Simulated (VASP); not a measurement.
A run of VASP 6.6.1 is set up as follows.

INCAR

```
PREC = Accurate
ENCUT = 520
EDIFF = 1E-6
ISMEAR = -1
SIGMA = 0.1
LREAL = False
LASPH = True
NELM = 60
ALGO = Normal
ISIF = 2
LWAVE = False
LCHARG = False
GGA = PS
NBANDS = 29
```

File KPOINTS:

```
Automatic mesh
0
Gamma
  8 8 8
```

POSCAR

```
BaAg2As2
1.0
   -2.2381200759      2.2381200759      5.6230521860
    2.2381200759     -2.2381200759      5.6230521860
    2.2381200759      2.2381200759     -5.6230521860
Ba Ag As
1 2 2
Direct
    0.0000000000      0.0000000000      0.0000000000
    0.7500000000      0.2500000000      0.5000000000
    0.2500000000      0.7500000000      0.5000000000
    0.3832452646      0.3832452646      0.0000000000
    0.6167547354      0.6167547354      0.0000000000
```

Potentials or basis: VASP PAW PBE potentials, release 64 (Ba_sv, Ag, As).

Run with:

```console
$ cat potpaw_PBE.64/Ba_sv/POTCAR potpaw_PBE.64/Ag/POTCAR potpaw_PBE.64/As/POTCAR > POTCAR
$ mpirun -np 1 vasp_std > vasp.out
```

**Question.** Predict the largest force.

**Answer.** 0.035 eV/Å.

**Question.** Predict the band gap on the k mesh.

**Answer.** Zero (bands 21 and 22 overlap by 1.02 eV).

**Question.** Predict the pressure.

**Answer.** 0.5 GPa.

Forces on the atoms (eV/Å):
```
Ba   0.000  0.000  0.000
Ag   0.000  0.000  0.000
Ag   0.000  0.000  0.000
As   0.000  0.000 -0.035
As   0.000  0.000  0.035
```

Caveat: the PAW data sets were made with another functional, which shifts forces and pressure a little; spin-orbit coupling is left out, which moves the levels of the heavy elements.
